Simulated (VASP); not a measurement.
Runs of VASP 6.6.1 on TaN. The structure is that of space group Fm-3m (No. 225), or close to it. The cells are those of the table. 

```tsv
cell	gap on the mesh (eV)	pressure (GPa)
a = 3.066 Å, angles 60.7°, 2 atoms	none	4.2
a = 3.036, b = 3.036, c = 3.082 Å, angles 59.5, 59.5, 61.0°, 2 atoms	none	17.4
a = 3.092 Å, angles 60.0°, 2 atoms	none	0.5
a = 3.036 Å, angles 62.0°, 2 atoms	none	(a)
```

Alike in all rows: task electric field gradients; level PBEsol; potentials or basis VASP PAW PBE potentials, release 64 (Ta_sv_GW, N); no spin polarisation; k mesh 9 × 9 × 9; cutoff (eV) 520; smearing fermi-dirac 0.02 eV.

Question: Estimate the missing entries.

Answer: (a) 4.5.

Caveats: the PAW data sets were made with another functional, which shifts forces and pressure a little; spin-orbit coupling is left out, which moves the levels of the heavy elements; the cell stands under pressure (at least some runs); the stress differs along the axes, from 9 to 35 GPa (at least some runs).

A k mesh can miss the band edges, and the runs leave out spin-orbit coupling on Ta.

A gap of «none» marks levels without a gap at the run's occupations.
